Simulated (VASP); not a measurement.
# TiCo2 (Fd-3m) in VASP: notebook

Runs on TiCo2. Level: PBEsol. Tasks: relaxation of cell and atoms, single point.

Program: VASP 6.6.1. These are calculated values, not measurements. Logs are shortened: lines on timing, memory, paths and dates and some standing lists are left out, and cuts for length are marked.

### Step 1. The cell of the first run

It takes space group Fd-3m (No. 227, cubic). The conventional cell has a = 6.704 Å, b = 6.704 Å, c = 6.704 Å, α = 90.00°, β = 90.00°, γ = 90.00°. Within 3.7 Å of Ti (site symmetry -43m) lie 12 Co at 2.78 Å and 4 Ti at 2.90 Å. Within 3.1 Å of Co (site symmetry -3m) lie 6 Co at 2.37 Å and 6 Ti at 2.78 Å.

### Step 2. Relaxation of cell and atoms, PBEsol

Input file INCAR:

```
SYSTEM = TiCo2
  ALGO = Fast
  EDIFF = 1E-6
  EDIFFG = -0.01
  ENCUT = 600
  GGA = PS
  IBRION = 2
  ISIF = 3
  ISMEAR = 0
  LASPH = .True.
  LCHARG = .False.
  LREAL = .False.
  LWAVE = .False.
  NELM = 60
  NSW = 80
  PREC = Accurate
  SIGMA = 0.1
```

Input file KPOINTS:

```
k-points
0
Gamma
  10 10 10
  0 0 0
```

Input file POSCAR:

```
TiCo2
1.0
    0.0000000000      3.3520000000      3.3520000000
    3.3520000000      0.0000000000      3.3520000000
    3.3520000000      3.3520000000      0.0000000000
Ti Co
2 4
Direct
    0.5000000000      0.5000000000      0.5000000000
    0.7500000000      0.7500000000      0.7500000000
    0.1250000000      0.1250000000      0.1250000000
    0.6250000000      0.1250000000      0.1250000000
    0.1250000000      0.1250000000      0.6250000000
    0.1250000000      0.6250000000      0.1250000000
```

Potentials or basis: VASP PAW PBE potentials, release 64 (Ti_sv, Co).

Command:

```console
$ cat potpaw_PBE.64/Ti_sv/POTCAR potpaw_PBE.64/Co/POTCAR > POTCAR
$ mpirun -np 1 vasp_std > vasp.out
```

OUTCAR:

```text
SYSTEM = TiCo2
   EDIFF = 1E-6
   EDIFFG = -0.01
   ENCUT = 600
   GGA = PS
   IBRION = 2
   ISIF = 3
   ISMEAR = 0
   LASPH = .True.
   LREAL = .False.
   NELM = 60
   NSW = 80
   PREC = Accurate

 ion  position               nearest neighbor table
   1  0.500  0.500  0.500-   3 2.78   5 2.78   6 2.78   3 2.78   4 2.78   5 2.78   3 2.78   4 2.78
                             6 2.78   4 2.78   5 2.78   6 2.78   2 2.90   2 2.90   2 2.90   2 2.90
   2  0.750  0.750  0.750-   4 2.78   5 2.78   6 2.78   3 2.78   4 2.78   6 2.78   3 2.78   4 2.78
                             5 2.78   3 2.78   5 2.78   6 2.78   1 2.90   1 2.90   1 2.90   1 2.90
   3  0.125  0.125  0.125-   4 2.37   5 2.37   6 2.37   5 2.37   6 2.37   4 2.37   1 2.78   2 2.78
                             1 2.78   2 2.78   1 2.78   2 2.78
   4  0.625  0.125  0.125-   3 2.37   5 2.37   6 2.37   3 2.37   5 2.37   6 2.37   2 2.78   1 2.78
                             1 2.78   2 2.78   2 2.78   1 2.78
   5  0.125  0.125  0.625-   3 2.37   3 2.37   4 2.37   6 2.37   6 2.37   4 2.37   1 2.78   2 2.78
                             1 2.78   2 2.78   1 2.78   2 2.78
   6  0.125  0.625  0.125-   3 2.37   5 2.37   3 2.37   4 2.37   5 2.37   4 2.37   2 2.78   1 2.78
                             2 2.78   2 2.78   1 2.78   1 2.78

  LATTYP: Found a face centered cubic cell.
 ALAT       =     6.7040000000

  Lattice vectors:

 A1 = (   0.0000000000,   3.3520000000,   3.3520000000)
 A2 = (   3.3520000000,   0.0000000000,   3.3520000000)
 A3 = (   3.3520000000,   3.3520000000,   0.0000000000)

Analysis of symmetry for initial positions (statically):
=====================================================================
 Subroutine PRICEL returns:
 Original cell was already a primitive cell.

 Routine SETGRP: Setting up the symmetry group for a
 face centered cubic supercell.

 Subroutine GETGRP returns: Found 48 space group operations
 (whereof 24 operations were pure point group operations)
 out of a pool of 48 trial point group operations.

The static configuration has the point symmetry T_d .
 The point group associated with its full space group is O_h .

Analysis of symmetry for dynamics (positions and initial velocities):
=====================================================================
 Subroutine PRICEL returns:
 Original cell was already a primitive cell.

 Routine SETGRP: Setting up the symmetry group for a
 face centered cubic supercell.

 Subroutine GETGRP returns: Found 48 space group operations
 (whereof 24 operations were pure point group operations)
 out of a pool of 48 trial point group operations.

The dynamic configuration has the point symmetry T_d .
 The point group associated with its full space group is O_h .

 Subroutine INISYM returns: Found 48 space group operations
 (whereof 24 operations are pure point group operations),
 and found     1 'primitive' translations

----------------------------------------------------------------------------------------

                                     Primitive cell

  volume of cell :      75.3255

  direct lattice vectors                    reciprocal lattice vectors
     0.000000000  3.352000000  3.352000000    -0.149164678  0.149164678  0.149164678
     3.352000000  0.000000000  3.352000000     0.149164678 -0.149164678  0.149164678
     3.352000000  3.352000000  0.000000000     0.149164678  0.149164678 -0.149164678

  length of vectors
     4.740443861  4.740443861  4.740443861     0.258360801  0.258360801  0.258360801

  position of ions in fractional coordinates (direct lattice)
     0.500000000  0.500000000  0.500000000
     0.750000000  0.750000000  0.750000000
     0.125000000  0.125000000  0.125000000
     0.625000000  0.125000000  0.125000000
     0.125000000  0.125000000  0.625000000
     0.125000000  0.625000000  0.125000000

  ion indices of the primitive-cell ions
   primitive index   ion index
                 1           1
                 2           2
                 3           3
                 4           4
                 5           5
                 6           6

----------------------------------------------------------------------------------------

 KPOINTS: k-points

Automatic generation of k-mesh.
 Grid dimensions read from file:
 generate k-points for:   10   10   10

 Generating k-lattice:

  Cartesian coordinates                     Fractional coordinates (reciprocal lattice)
    -0.014916468  0.014916468  0.014916468     0.100000000  0.000000000  0.000000000
     0.014916468 -0.014916468  0.014916468     0.000000000  0.100000000  0.000000000
     0.014916468  0.014916468 -0.014916468     0.000000000  0.000000000  0.100000000

  Length of vectors
     0.025836080  0.025836080  0.025836080

  Shift w.r.t. Gamma in fractional coordinates (k-lattice)
     0.000000000  0.000000000  0.000000000

 Subroutine IBZKPT returns following result:
 ===========================================

 Found     47 irreducible k-points:

 Following reciprocal coordinates:
            Coordinates               Weight
  0.000000  0.000000  0.000000      1.000000
  0.100000  0.000000  0.000000      8.000000
  0.200000  0.000000  0.000000      8.000000
  0.300000  0.000000  0.000000      8.000000
  0.400000  0.000000  0.000000      8.000000
  0.500000  0.000000  0.000000      4.000000
[... 16 lines left out ...]
  0.300000  0.300000  0.000000      6.000000
  0.400000  0.300000  0.000000     24.000000
 [... further k-points ...]
   k-points           NKPTS =     47   k-points in BZ     NKDIM =     47   number of bands    NBANDS=     36
   number of dos      NEDOS =    301   number of ions     NIONS =      6
   total plane-waves  NPLWV =  64000
   dimension x,y,z NGX =    40 NGY =   40 NGZ =   40
   dimension x,y,z NGXF=    80 NGYF=   80 NGZF=   80
   ions per type =               2   4
   NGX,Y,Z   is equivalent  to a cutoff of  14.03, 14.03, 14.03 a.u.
   NGXF,Y,Z  is equivalent  to a cutoff of  28.06, 28.06, 28.06 a.u.
 SYSTEM =  TiCo2
   PREC   = accura    normal or accurate (medium, high low for compatibility)
   ISTART =      0    job   : 0-new  1-cont  2-samecut
   ICHARG =      2    charge: 1-file 2-atom 10-const
   ISPIN  =      1    spin polarized calculation?
   LNONCOLLINEAR =      F non collinear calculations
   LSORBIT =      F    spin-orbit coupling
   LASPH  =      T    aspherical Exc in radial PAW
   ENCUT  =  600.0 eV  44.10 Ry    6.64 a.u.   9.47  9.47  9.47*2*pi/ulx,y,z
   NELM   =     60;   NELMIN=  2; NELMDL= -5     # of ELM steps
   EDIFF  = 0.1E-05   stopping-criterion for ELM
   LREAL  =      F    real-space projection
   EDIFFG = -.1E-01   stopping-criterion for IOM
   NSW    =     80    number of steps for IOM
   IBRION =      2    ionic relax: 0-MD 1-quasi-New 2-CG
   NFREE  =      1    steps in history (QN), initial steepest desc. (CG)
   ISIF   =      3    stress and relaxation
   ISYM   =      2    0-nonsym 1-usesym 2-fastsym
   POTIM  = 0.5000    time-step for ionic-motion
   TEBEG  =    0.0;   TEEND  =   0.0 temperature during run
   PSTRESS=    0.0 pullay stress
   NELECT =      60.0000    total number of electrons
   NUPDOWN=      -1.0000    fix difference up-down
   EMIN   =  10.00;   EMAX   =-10.00  energy-range for DOS
   EFERMI =   0.00;   METHOD = LEGACY
   ISMEAR =     0;   SIGMA  =   0.10  broadening in eV -4-tet -1-fermi 0-gaus
   EFERMI_NEDOS =   21; number of points for ismear=-14 and -15
   IALGO  =     68    algorithm
   IMIX   =      4    mixing-type and parameters
     AMIX     =   0.40;   BMIX     =  1.00
     AMIX_MAG =   1.60;   BMIX_MAG =  1.00
  volume/ion in A,a.u.               =      12.55        84.72
  Fermi-wavevector in a.u.,A,eV,Ry     =   1.517555  2.867764 31.333871  2.302975
  Thomas-Fermi vector in A             =   2.626795
   LORBIT       =      0    0 simple, 1 ext, 2 COOP (PROOUT), +10 PAW based schemes
   GGA     = PS    functional components
   LHFCALC =     F    Hartree Fock is set to
   AEXX    =    0.0000 exact exchange contribution
   IVDW    =     0    specifies the selected vdW correction
   LEPSILON=     F    determine dielectric tensor
   LRPA    =     F    only Hartree local field effects (RPA)
 conjugate gradient relaxation of ions
 non-spin polarized calculation
 RMM-DIIS sequential band-by-band and
 Gauss-broadening in eV      SIGMA  =   0.10
  energy-cutoff  :      600.00
  volume of cell :       75.33
 maximum number of plane-waves:      2565
 NGX is ok and might be reduce to    40
   NGX = 19   NGY = 19   NGZ = 19

--------------------------------------- Ionic step        1  -------------------------------------------

 number of electron      59.9999994 magnetization

 Free energy of the ion-electron system (eV)
  ---------------------------------------------------
  ext. energy  EPLUGINS =         0.00000000
  ---------------------------------------------------
  free energy    TOTEN  =       -49.50300545 eV

  energy without entropy =      -49.45706544  energy(sigma->0) =      -49.48003544

 E-fermi :   9.6651     XC(G=0): -12.9406

 val. band max:        9.6529063492   @ k =   0.5000   0.4000   0.0000
 cond. band min:       9.6673447947   @ k =   0.5000   0.3000   0.1000
 fundamental gap:      0.0144384455
 Fermi energy:         9.6650684280

 k-point     1 :       0.0000    0.0000    0.0000
  band No.  band energies     occupation
      1     -47.3077      2.00000
      2     -47.2248      2.00000
      3     -23.6946      2.00000
      4     -23.6946      2.00000
      5     -23.6946      2.00000
      6     -23.5097      2.00000
[... 1004 lines left out ...]
  energy  without entropy=      -49.2913153767  energy(sigma->0) =      -49.30971774

--------------------------------------- Ionic step        3  -------------------------------------------

 number of electron      60.0000012 magnetization

------------------------ aborting loop EDIFF was not reached (unconverged)  ----------------------------

  FORCE on cell =-STRESS in cart. coord.  units (eV):
  Direction    XX          YY          ZZ          XY          YZ          ZX
  --------------------------------------------------------------------------------------
  -------------------------------------------------------------------------------------
  Total       -0.1219933     -0.1219933     -0.1219933      0.0000000     -0.0000000     -0.0000000
  in kB       -2.7846601     -2.7846601     -2.7846601      0.0000000     -0.0000000     -0.0000000
  external PRESSURE =      -2.7846601 kB  Pullay stress =       0.0000000 kB

 VOLUME and BASIS-vectors are now :
 -----------------------------------------------------------------------------
  energy-cutoff  :      600.00
  volume of cell :       70.19
      direct lattice vectors                 reciprocal lattice vectors
     0.000000000  3.274020791  3.274020791    -0.152717418  0.152717418  0.152717418
     3.274020791  0.000000000  3.274020791     0.152717418 -0.152717418  0.152717418
     3.274020791  3.274020791 -0.000000000     0.152717418  0.152717418 -0.152717418
[... 16 lines left out ...]
  energy  without entropy=      -49.7056019281  energy(sigma->0) =      -49.72626060

--------------------------------------- Ionic step        4  -------------------------------------------

 number of electron      60.0000012 magnetization

 Free energy of the ion-electron system (eV)
  ---------------------------------------------------
  ext. energy  EPLUGINS =         0.00000000
  ---------------------------------------------------
  free energy    TOTEN  =       -49.74722001 eV

  energy without entropy =      -49.70578488  energy(sigma->0) =      -49.72650245

 E-fermi :  10.6635     XC(G=0): -13.3449

 val. band max:       10.6519335890   @ k =   0.5000   0.4000   0.0000
 cond. band min:      10.6678003445   @ k =   0.5000   0.3000   0.1000
 fundamental gap:      0.0158667555
 Fermi energy:        10.6635149674

 k-point     1 :       0.0000    0.0000    0.0000
  band No.  band energies     occupation
      1     -46.1738      2.00000
      2     -46.0624      2.00000
      3     -22.5934      2.00000
      4     -22.5934      2.00000
      5     -22.5934      2.00000
      6     -22.3600      2.00000
[... 960 lines left out ...]
  FREE ENERGIE OF THE ION-ELECTRON SYSTEM (eV)
  ---------------------------------------------------
  free  energy   TOTEN  =       -49.7472200144 eV

  energy  without entropy=      -49.7057848838  energy(sigma->0) =      -49.72650245

 reached required accuracy - stopping structural energy minimisation
```

Run time: 42 min. Hardware: 1 thread of Intel Xeon Platinum 8375C at 2.90GHz (Ice Lake), shared host; peak memory 0.35 GiB.

What came out:

- Free energy: -49.7472 eV
- Relaxed volume: 11.68 Å³/atom
- Relaxed cell: a = 4.628 Å, b = 4.628 Å, c = 4.628 Å, α = 60.00°, β = 60.00°, γ = 60.00°
- Space group after relaxing (to 0.05 Å): Fd-3m (No. 227)
- Energy gained by relaxing: 40.7 meV/atom
- Ionic steps: 4
- Pressure after relaxing: 0.0 GPa
- Band gap on the k mesh: zero (band 30 reaches 10.90 eV, above the bottom of band 31 at 10.09 eV)

The path:
| step | energy change (eV) | largest force (eV/Å) | pressure (GPa) | volume (Å³) |
| --- | --- | --- | --- | --- |
| 1 | 0.0000 | 0.0000 | -13.73 | 75.33 |
| 2 | 0.1749 | 0.0000 | 24.59 | 64.20 |
| 3 | -0.2439 | 0.0000 | -0.28 | 70.19 |
| 4 | -0.2442 | 0.0000 | 0.04 | 70.09 |

Final structure:
```yaml
crystal:
  lattice:
    - [0.00000, 3.27246, 3.27246]
    - [3.27246, 0.00000, 3.27246]
    - [3.27246, 3.27246, 0.00000]
  atoms:
    - { symbol: Ti, position: [0.50000, 0.50000, 0.50000] }
    - { symbol: Ti, position: [0.75000, 0.75000, 0.75000] }
    - { symbol: Co, position: [0.12500, 0.12500, 0.12500] }
    - { symbol: Co, position: [0.62500, 0.12500, 0.12500] }
    - { symbol: Co, position: [0.12500, 0.12500, 0.62500] }
    - { symbol: Co, position: [0.12500, 0.62500, 0.12500] }
```

Levels at points of the mesh, in eV from the Fermi level:
```csv
k point,band 27,band 28,band 29,band 30,band 31,band 32,band 33,band 34
"(0.00, 0.00, 0.00)",-0.65,-0.65,-0.57,-0.57,-0.57,0.86,0.86,0.86
"(0.50, 0.00, 0.00)",-0.63,-0.38,-0.38,0.13,0.13,0.57,0.57,0.86
"(0.50, 0.50, 0.00)",-0.59,-0.59,-0.54,-0.54,-0.03,-0.03,0.93,0.93
```

Caveat: the PAW data sets were made with another functional, which shifts forces and pressure a little. Spin polarisation is off, so any magnetic state and its effect on volume and gap are missing.

(Continued in part 2 of 2.)
